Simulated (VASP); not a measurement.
The system is TiO2 (Anatase).

```
CELL_PARAMETERS angstrom
-1.89210 1.89210 4.75730
1.89210 -1.89210 4.75730
1.89210 1.89210 -4.75730
ATOMIC_POSITIONS crystal
Ti 0.00000 0.00000 0.00000
Ti 0.75000 0.25000 0.50000
O 0.20879 0.20879 0.00000
O 0.95879 0.45879 0.50000
O 0.54121 0.04121 0.50000
O 0.79121 0.79121 0.00000
```

Base run:

* Program: VASP 6.6.1
* Functional: PBEsol
* Potentials or basis: VASP PAW PBE potentials, release 64 (Ti_sv, O)
* Cutoff: 520 eV
* k mesh: 11 × 11 × 11
* Occupations: fermi-dirac, width 0.02 eV
* Spin: no spin polarisation

Its results: band gap on the k mesh 2.03 eV, indirect (least direct gap 2.39 eV); pressure -0.7 GPa; largest force 0.087 eV/Å.

Q: The run is repeated on the same cell with these changes: functional from PBEsol to LDA; potentials or basis from VASP PAW PBE potentials, release 64 (Ti_sv, O) to VASP PAW LDA potentials, release 64 (Ti_sv, O). What comes out?

A: Band gap on the k mesh 1.97 eV, indirect (least direct gap 2.34 eV); pressure -5.9 GPa; largest force 0.187 eV/Å.

Caveats: the PAW data sets were made with another functional, which shifts forces and pressure a little (some runs).

A k mesh can miss the band edges.
